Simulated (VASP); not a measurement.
Here is a VASP 6.6.1 calculation.

Contents of INCAR:

```
  PREC = Accurate
  ENCUT = 600
  EDIFF = 1E-6
  ISMEAR = -1
  SIGMA = 0.05
  LREAL = F
  LASPH = T
  NELM = 120
  ALGO = Normal
  ISIF = 2
  LWAVE = F
  LCHARG = F
  GGA = PE
  NBANDS = 8
  GGA_COMPAT = F
```

Contents of KPOINTS:

```
regular mesh
0
Gamma
  14 14 14
```

The input POSCAR:

```
C
1.0
    0.0000000000      1.5401361108      1.5401361108
    1.5401361108      0.0000000000      1.5401361108
    1.5401361108      1.5401361108      0.0000000000
C
1
Direct
    0.0000000000      0.0000000000      0.0000000000
```

Potentials or basis: VASP PAW PBE potentials, release 64 (C).

Launch:

```console
$ cat potpaw_PBE.64/C/POTCAR > POTCAR
$ mpirun -np 1 vasp_std > vasp.out
```

What does it give for the pressure?

-0.1 GPa.

Predict the band gap on the k mesh.

zero (bands 2 and 3 overlap by 11.13 eV).
